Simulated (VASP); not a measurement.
# Ti4B (P-43m) in VASP: further runs, part 2 of 2

VASP 6.6.1. Earlier steps stand in the parts before.

**3. Single point, PBE**

This run uses another cell than the first one, of 16.90 Å³/atom.

The input, INCAR:

```
SYSTEM = Ti4B
PREC = Accurate
ENCUT = 520
EDIFF = 1E-6
ISMEAR = 0
SIGMA = 0.1
LREAL = .FALSE.
LASPH = .TRUE.
NELM = 80
ALGO = Normal
ISIF = 2
LWAVE = .FALSE.
LCHARG = .FALSE.
GGA = PE
NBANDS = 34
```

The input, KPOINTS:

```
regular mesh
0
G
  4 4 4
  0 0 0
```

The input, POSCAR:

```
Ti4B
1.0
    4.3883670381      0.0000000000      0.0000000000
    0.0000000000      4.3883670381      0.0000000000
    0.0000000000      0.0000000000      4.3883670381
Ti B
4 1
Direct
    0.2698278044      0.2698278044      0.2698278044
    0.7301721956      0.7301721956      0.2698278044
    0.2698278044      0.7301721956      0.7301721956
    0.7301721956      0.2698278044      0.7301721956
    0.0000000000      0.0000000000      0.0000000000
```

Potentials or basis: VASP PAW PBE potentials, release 64 (Ti_sv, B).

Launch:

```
$ cat potpaw_PBE.64/Ti_sv/POTCAR potpaw_PBE.64/B/POTCAR > POTCAR
$ mpirun -np 1 vasp_std > vasp.out
```

OUTCAR:

```text
SYSTEM = Ti4B
   PREC = Accurate
   ENCUT = 520
   EDIFF = 1E-6
   ISMEAR = 0
   LREAL = .FALSE.
   LASPH = .TRUE.
   NELM = 80
   ISIF = 2
   GGA = PE

 ion  position               nearest neighbor table
   1  0.270  0.270  0.270-   5 2.05   3 2.86   4 2.86   2 2.86
   2  0.730  0.730  0.270-   5 2.05   3 2.86   4 2.86   1 2.86
   3  0.270  0.730  0.730-   5 2.05   2 2.86   4 2.86   1 2.86
   4  0.730  0.270  0.730-   5 2.05   2 2.86   3 2.86   1 2.86
   5  0.000  0.000  0.000-   1 2.05   2 2.05   3 2.05   4 2.05

  LATTYP: Found a simple cubic cell.
 ALAT       =     4.3883670381

  Lattice vectors:

 A1 = (   4.3883670381,   0.0000000000,   0.0000000000)
 A2 = (   0.0000000000,   4.3883670381,   0.0000000000)
 A3 = (   0.0000000000,   0.0000000000,   4.3883670381)

Analysis of symmetry for initial positions (statically):
=====================================================================
 Subroutine PRICEL returns:
 Original cell was already a primitive cell.

 Routine SETGRP: Setting up the symmetry group for a
 simple cubic supercell.

 Subroutine GETGRP returns: Found 24 space group operations
 (whereof 24 operations were pure point group operations)
 out of a pool of 48 trial point group operations.

The static configuration has the point symmetry T_d .

Analysis of symmetry for dynamics (positions and initial velocities):
=====================================================================
 Subroutine PRICEL returns:
 Original cell was already a primitive cell.

 Routine SETGRP: Setting up the symmetry group for a
 simple cubic supercell.

 Subroutine GETGRP returns: Found 24 space group operations
 (whereof 24 operations were pure point group operations)
 out of a pool of 48 trial point group operations.

The dynamic configuration has the point symmetry T_d .

 Subroutine INISYM returns: Found 24 space group operations
 (whereof 24 operations are pure point group operations),
 and found     1 'primitive' translations

----------------------------------------------------------------------------------------

                                     Primitive cell

  volume of cell :      84.5101

  direct lattice vectors                    reciprocal lattice vectors
     4.388367038  0.000000000  0.000000000     0.227875196  0.000000000  0.000000000
     0.000000000  4.388367038  0.000000000     0.000000000  0.227875196  0.000000000
     0.000000000  0.000000000  4.388367038     0.000000000  0.000000000  0.227875196

  length of vectors
     4.388367038  4.388367038  4.388367038     0.227875196  0.227875196  0.227875196

  position of ions in fractional coordinates (direct lattice)
     0.269827804  0.269827804  0.269827804
     0.730172196  0.730172196  0.269827804
     0.269827804  0.730172196  0.730172196
     0.730172196  0.269827804  0.730172196
     0.000000000  0.000000000  0.000000000

  ion indices of the primitive-cell ions
   primitive index   ion index
                 1           1
                 2           2
                 3           3
                 4           4
                 5           5

----------------------------------------------------------------------------------------
[... 27 lines left out ...]
  0.000000  0.000000  0.000000      1.000000
  0.250000  0.000000  0.000000      6.000000
  0.500000  0.000000  0.000000      3.000000
  0.250000  0.250000  0.000000     12.000000
  0.500000  0.250000  0.000000     12.000000
  0.500000  0.500000  0.000000      3.000000
  0.250000  0.250000  0.250000      8.000000
  0.500000  0.250000  0.250000     12.000000
  0.500000  0.500000  0.250000      6.000000
  0.500000  0.500000  0.500000      1.000000
   k-points           NKPTS =     10   k-points in BZ     NKDIM =     10   number of bands    NBANDS=     34
   number of dos      NEDOS =    301   number of ions     NIONS =      5
   total plane-waves  NPLWV =  46656
   dimension x,y,z NGX =    36 NGY =   36 NGZ =   36
   dimension x,y,z NGXF=    72 NGYF=   72 NGZF=   72
   ions per type =               4   1
   NGX,Y,Z   is equivalent  to a cutoff of  13.64, 13.64, 13.64 a.u.
   NGXF,Y,Z  is equivalent  to a cutoff of  27.28, 27.28, 27.28 a.u.
 SYSTEM =  Ti4B
   PREC   = accura    normal or accurate (medium, high low for compatibility)
   ISTART =      0    job   : 0-new  1-cont  2-samecut
   ICHARG =      2    charge: 1-file 2-atom 10-const
   ISPIN  =      1    spin polarized calculation?
   LNONCOLLINEAR =      F non collinear calculations
   LSORBIT =      F    spin-orbit coupling
   LASPH  =      T    aspherical Exc in radial PAW
   ENCUT  =  520.0 eV  38.22 Ry    6.18 a.u.   8.16  8.16  8.16*2*pi/ulx,y,z
   NELM   =     80;   NELMIN=  2; NELMDL= -5     # of ELM steps
   EDIFF  = 0.1E-05   stopping-criterion for ELM
   LREAL  =      F    real-space projection
   EDIFFG = 0.1E-04   stopping-criterion for IOM
   NSW    =      0    number of steps for IOM
   IBRION =     -1    ionic relax: 0-MD 1-quasi-New 2-CG
   NFREE  =      0    steps in history (QN), initial steepest desc. (CG)
   ISIF   =      2    stress and relaxation
   ISYM   =      2    0-nonsym 1-usesym 2-fastsym
   POTIM  = 0.5000    time-step for ionic-motion
   TEBEG  =    0.0;   TEEND  =   0.0 temperature during run
   PSTRESS=    0.0 pullay stress
   NELECT =      51.0000    total number of electrons
   NUPDOWN=      -1.0000    fix difference up-down
   EMIN   =  10.00;   EMAX   =-10.00  energy-range for DOS
   EFERMI =   0.00;   METHOD = LEGACY
   ISMEAR =     0;   SIGMA  =   0.10  broadening in eV -4-tet -1-fermi 0-gaus
   EFERMI_NEDOS =   21; number of points for ismear=-14 and -15
   IALGO  =     38    algorithm
   IMIX   =      4    mixing-type and parameters
     AMIX     =   0.40;   BMIX     =  1.00
     AMIX_MAG =   1.60;   BMIX_MAG =  1.00
  volume/ion in A,a.u.               =      16.90       114.06
  Fermi-wavevector in a.u.,A,eV,Ry     =   1.383445  2.614332 26.040469  1.913920
  Thomas-Fermi vector in A             =   2.508042
   LORBIT       =      0    0 simple, 1 ext, 2 COOP (PROOUT), +10 PAW based schemes
   GGA     = PE    functional components
   LHFCALC =     F    Hartree Fock is set to
   AEXX    =    0.0000 exact exchange contribution
   IVDW    =     0    specifies the selected vdW correction
   LEPSILON=     F    determine dielectric tensor
   LRPA    =     F    only Hartree local field effects (RPA)
 non-spin polarized calculation
 Gauss-broadening in eV      SIGMA  =   0.10
  energy-cutoff  :      520.00
  volume of cell :       84.51
 maximum number of plane-waves:      2301
 NGX is ok and might be reduce to    36
   NGX = 17   NGY = 17   NGZ = 17

 number of electron      50.9999999 magnetization

 Free energy of the ion-electron system (eV)
  ---------------------------------------------------
  ext. energy  EPLUGINS =         0.00000000
  ---------------------------------------------------
  free energy    TOTEN  =       -35.71298073 eV

  energy without entropy =      -35.65438529  energy(sigma->0) =      -35.68368301

 E-fermi :   7.0925     XC(G=0): -11.0128

 val. band max:        7.0900252715   @ k =   0.2500   0.2500   0.2500
 cond. band min:       7.1078355066   @ k =   0.5000   0.0000   0.0000
 fundamental gap:      0.0178102351
 Fermi energy:         7.0924822492

 k-point     1 :       0.0000    0.0000    0.0000
  band No.  band energies     occupation
      1     -49.8149      2.00000
      2     -49.7239      2.00000
      3     -49.7239      2.00000
      4     -49.7239      2.00000
      5     -26.2387      2.00000
      6     -26.2195      2.00000
[... 359 lines left out ...]
     33       9.5796      0.00000
     34       9.5796      0.00000

------------------------ aborting loop because EDIFF is reached ----------------------------------------

  FORCE on cell =-STRESS in cart. coord.  units (eV):
  Direction    XX          YY          ZZ          XY          YZ          ZX
  --------------------------------------------------------------------------------------
  -------------------------------------------------------------------------------------
  Total        0.0800084      0.0800084      0.0800084      0.0000000      0.0000000     -0.0000000
  in kB        1.5168307      1.5168307      1.5168307      0.0000000      0.0000000     -0.0000000
  external PRESSURE =       1.5168307 kB  Pullay stress =       0.0000000 kB

 VOLUME and BASIS-vectors are now :
 -----------------------------------------------------------------------------
  energy-cutoff  :      520.00
  volume of cell :       84.51
      direct lattice vectors                 reciprocal lattice vectors
     4.388367038  0.000000000  0.000000000     0.227875196  0.000000000  0.000000000
     0.000000000  4.388367038  0.000000000     0.000000000  0.227875196  0.000000000
     0.000000000  0.000000000  4.388367038     0.000000000  0.000000000  0.227875196

 POSITION                                       TOTAL-FORCE (eV/Angst)
 -----------------------------------------------------------------------------------
      1.18410      1.18410      1.18410         0.013343      0.013343      0.013343
      3.20426      3.20426      1.18410        -0.013343     -0.013343      0.013343
      1.18410      3.20426      3.20426         0.013343     -0.013343     -0.013343
      3.20426      1.18410      3.20426        -0.013343      0.013343     -0.013343
      0.00000      0.00000      0.00000         0.000000      0.000000     -0.000000
 -----------------------------------------------------------------------------------
    total drift:                                0.000000      0.000000     -0.000000

  FREE ENERGIE OF THE ION-ELECTRON SYSTEM (eV)
  ---------------------------------------------------
  free  energy   TOTEN  =       -35.7129807301 eV

  energy  without entropy=      -35.6543852915  energy(sigma->0) =      -35.68368301
```

OSZICAR:

```text
N       E                     dE             d eps       ncg     rms          rms(c)
DAV:   1     0.647970803179E+03    0.64797E+03   -0.25828E+04   680   0.180E+03
DAV:   2     0.420995198304E+02   -0.60587E+03   -0.59345E+03   682   0.545E+02
DAV:   3    -0.351321651324E+02   -0.77232E+02   -0.74993E+02  1134   0.165E+02
DAV:   4    -0.442006055488E+02   -0.90684E+01   -0.89844E+01  1016   0.530E+01
DAV:   5    -0.447165046886E+02   -0.51590E+00   -0.51534E+00  1112   0.108E+01    0.207E+01
DAV:   6    -0.362354622311E+02    0.84810E+01   -0.71965E+01   918   0.499E+01    0.528E+00
DAV:   7    -0.356611016172E+02    0.57436E+00   -0.48002E+00   986   0.148E+01    0.362E+00
DAV:   8    -0.356941909128E+02   -0.33089E-01   -0.53164E-01  1002   0.425E+00    0.182E+00
DAV:   9    -0.357211759521E+02   -0.26985E-01   -0.22543E-01   992   0.316E+00    0.797E-01
DAV:  10    -0.357130307409E+02    0.81452E-02   -0.95560E-02   972   0.190E+00    0.910E-02
DAV:  11    -0.357129942756E+02    0.36465E-04   -0.34880E-03  1024   0.435E-01    0.625E-02
DAV:  12    -0.357130070595E+02   -0.12784E-04   -0.97074E-04   938   0.271E-01    0.435E-02
DAV:  13    -0.357129791271E+02    0.27932E-04   -0.39085E-04   984   0.141E-01    0.192E-02
DAV:  14    -0.357129839164E+02   -0.47893E-05   -0.20463E-05   998   0.356E-02    0.105E-02
DAV:  15    -0.357129801682E+02    0.37482E-05   -0.18981E-05   840   0.223E-02    0.152E-03
DAV:  16    -0.357129807301E+02   -0.56186E-06   -0.15066E-06   568   0.890E-03
   1 F= -.35712981E+02 E0= -.35683683E+02  d E =-.585954E-01
```

Wall time 73 s (1 thread of Intel Xeon 8259CL, shared host); peak memory 0.2 GiB.

What came out:

* Free energy: -35.7130 eV
* Pressure: 0.2 GPa
* Largest force: 0.023 eV/Å
* Band gap on the k mesh: zero (an odd number of electrons rules out a gap without spin polarisation)

Forces in eV/Å, atoms in the order of the input:
```
Ti   0.013  0.013  0.013
Ti  -0.013 -0.013  0.013
Ti   0.013 -0.013 -0.013
Ti  -0.013  0.013 -0.013
B    0.000  0.000  0.000
```

Levels at points of the mesh, in eV from the Fermi level:
```
           k point  band 23  band 24  band 25  band 26  band 27  band 28  band 29  band 30
(0.00, 0.00, 0.00)    -1.36    -0.07    -0.07    -0.07    -0.03     1.24     1.24     2.16
(0.50, 0.00, 0.00)    -0.65    -0.54    -0.36    -0.33     0.02     0.02     0.22     1.24
(0.50, 0.50, 0.00)    -1.02    -0.75    -0.39    -0.15     0.17     0.17     0.78     0.78
(0.50, 0.50, 0.50)    -1.41    -0.91     0.50     0.50     0.50     0.52     0.52     0.73
```

The gap in the log of VASP goes by the Fermi energy; the results here count the filled bands.